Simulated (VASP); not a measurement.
A run of VASP 6.6.1 is set up as follows.

File INCAR:

```
SYSTEM = Pd
ALGO = Normal ; EDIFF = 1E-6
EDIFFG = -0.01 ; ENCUT = 600
IBRION = 2 ; ISIF = 3
ISMEAR = 1 ; LASPH = .TRUE.
LCHARG = .FALSE. ; LREAL = .FALSE.
LWAVE = .FALSE. ; NELM = 60
NSW = 80 ; PREC = Accurate
SIGMA = 0.1
```

Contents of KPOINTS:

```
k-points
0
G
  9 9 9
  0 0 0
```

Contents of POSCAR:

```
Pd
1.0
    2.5300000000      0.0000000000      0.0000000000
    0.0000000000      2.5300000000      0.0000000000
    0.0000000000      0.0000000000      2.5300000000
Pd
1
Direct
    0.0000000000      0.0000000000      0.0000000000
```

Potentials or basis: VASP PAW LDA potentials, release 64 (Pd).

Run with:

```console
$ cat potpaw_LDA.64/Pd/POTCAR > POTCAR
$ mpirun -np 1 vasp_std > vasp.out
```

**Question.** Predict the relaxed cell.

**Answer.** a = 2.537 Å, b = 2.537 Å, c = 2.537 Å, α = 90.00°, β = 90.00°, γ = 90.00°.

**Question.** Predict the band gap on the k mesh.

**Answer.** Zero (band 5 reaches 9.32 eV, above the bottom of band 6 at 7.57 eV).

**Question.** Predict the relaxed volume.

**Answer.** 16.32 Å³/atom.

**Question.** Predict the space group after relaxing (to 0.05 Å).

**Answer.** Pm-3m (No. 221).

Final structure:
```yaml
crystal:
  lattice:
    - [2.53668, 0.00000, 0.00000]
    - [0.00000, 2.53668, 0.00000]
    - [0.00000, 0.00000, 2.53668]
  atoms:
    - { symbol: Pd, position: [0.00000, 0.00000, 0.00000] }
```
